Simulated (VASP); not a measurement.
Here is a VASP 6.6.1 calculation.

File POSCAR:

```
BiSe2
1.0
    4.1644399873      0.0000000000      0.0000000000
   -2.0822199936      3.6065108215      0.0000000000
    0.0000000000      0.0000000000     25.0596410940
Se Bi
4 2
Direct
    0.6666666667      0.3333333333      0.3222254973
    0.3333333333      0.6666666667      0.4549064016
    0.6666666667      0.3333333333      0.5450935927
    0.3333333333      0.6666666667      0.6777745061
    0.0000000000      0.0000000000      0.3876557243
    0.0000000000      0.0000000000      0.6123442781
```

INCAR.step1

```
SYSTEM = BiSe2
ALGO = Normal ; DIPOL = 0.5 0.5 0.500
EDIFF = 1E-4 ; ENCUT = 520
GGA = PE ; IDIPOL = 3
ISMEAR = 0 ; LASPH = .TRUE.
LCHARG = .FALSE. ; LDIPOL = .TRUE.
LREAL = .FALSE. ; LWAVE = .TRUE.
NBANDS = 36 ; NELM = 60
PREC = Accurate ; SIGMA = 0.05
```

INCAR.step2

```
SYSTEM = BiSe2
ALGO = Normal ; DIPOL = 0.5 0.5 0.500
EDIFF = 1E-6 ; ENCUT = 520
IDIPOL = 3 ; ISIF = 2
ISMEAR = 0 ; ISTART = 1
LASPH = .TRUE. ; LCHARG = .FALSE.
LDIPOL = .TRUE. ; LMIXTAU = .TRUE.
LREAL = .FALSE. ; LWAVE = .FALSE.
METAGGA = R2SCAN ; NBANDS = 36
NELM = 60 ; PREC = Accurate
SIGMA = 0.05
```

KPOINTS

```
k-points
0
G
  9 9 1
  0 0 0
```

Potentials or basis: VASP PAW PBE potentials, release 64 (Se, Bi_d).

Launch:

```bash
$ cat potpaw_PBE.64/Se/POTCAR potpaw_PBE.64/Bi_d/POTCAR > POTCAR
$ cp INCAR.step1 INCAR
$ mpirun -np 1 vasp_std > vasp.out
$ cp INCAR.step2 INCAR
$ mpirun -np 1 vasp_std > vasp.out
```

**Question.** Predict the band gap on the k mesh.

**Answer.** Zero (bands 27 and 28 overlap by 0.19 eV).

**Question.** Estimate the largest force.

**Answer.** 0.013 eV/Å.

Forces in eV/Å, atoms in the order of the input:
```
Se   0.000  0.000 -0.013
Se   0.000  0.000  0.013
Se   0.000  0.000 -0.013
Se   0.000  0.000  0.013
Bi   0.000  0.000  0.006
Bi   0.000  0.000 -0.006
```

Caveat: the PAW data sets were made with another functional, which shifts forces and pressure a little; spin-orbit coupling is left out, which moves the levels of the heavy elements.
